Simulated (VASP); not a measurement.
MoS2: single point with PBE+D3(BJ)

Crystal: MoS2.

```
Mo S
1.0
    -1.56712   -2.71432    0.00000
     1.56712   -2.71432    0.00000
     0.00000   -4.97626   18.16497
Mo S
3 6
Cartesian
  0.0000 -5.4286 14.8878
  0.0000 -1.8095 2.9778
  0.0000 -3.6191 8.9328
  0.0000 -5.4286 10.5353
  0.0000 -1.8095 16.4903
  0.0000 -3.6191 4.5803
  0.0000 -5.4286 1.3752
  0.0000 -1.8095 7.3302
  0.0000 -3.6191 13.2852
```

This cell differs from its parent crystal: the part above a cut slid along it.

- Program: VASP 6.6.1
- Task: single point
- Functional: PBE
- Dispersion: D3(BJ)
- Potentials or basis: VASP PAW PBE potentials, release 64 (Mo_sv, S)
- Cutoff: 520 eV
- k mesh: 14 × 14 × 3
- Occupations: gaussian, width 0.15 eV
- Spin: no spin polarisation
- Dipole correction: no
- Further INCAR settings: ALGO = Fast; EDIFF = 1e-06; NBANDS = 49

```yaml
Pressure: -0.2 GPa
Largest_force: 0.063 eV/Å
Band_gap_on_the_k_mesh: zero (bands 39 and 40 overlap by 0.50 eV)
Dispersion_energy_per_atom: -0.442 eV
```

Forces on the atoms (eV/Å):
```
Mo   0.000  0.023  0.045
Mo   0.000 -0.023 -0.045
Mo   0.000  0.000  0.000
S    0.000  0.000 -0.011
S    0.000  0.012  0.062
S    0.000  0.002  0.004
S    0.000 -0.012 -0.062
S    0.000  0.000  0.011
S    0.000 -0.002 -0.004
```

Stress tensor (GPa, compression positive):
```
-0.05  0.00  0.00
 0.00 -0.09 -0.16
 0.00 -0.16 -0.49
```

Levels at points of the mesh, in eV from the Fermi level:
| k point | band 35 | band 36 | band 37 | band 38 | band 39 | band 40 | band 41 | band 42 | band 43 | band 44 |
| --- | --- | --- | --- | --- | --- | --- | --- | --- | --- | --- |
| (0.00, 0.00, 0.00) | -0.81 | -0.78 | -0.78 | -0.40 | -0.26 | -0.11 | -0.09 | -0.09 | -0.04 | 0.03 |
| (0.50, 0.00, 0.00) | -2.28 | -2.02 | -1.61 | -1.52 | -1.31 | 1.35 | 1.35 | 1.38 | 1.88 | 1.93 |
| (0.50, 0.50, 0.00) | -2.20 | -2.05 | -1.66 | -1.43 | -1.36 | 1.35 | 1.35 | 1.38 | 1.78 | 2.05 |

Wall time 32 min on 1 thread of Oxide Virtual Turin-like Processor (shared host), peak memory 0.87 GiB.

Caveat: the cell differs from its parent crystal (the part above a cut slid along it).
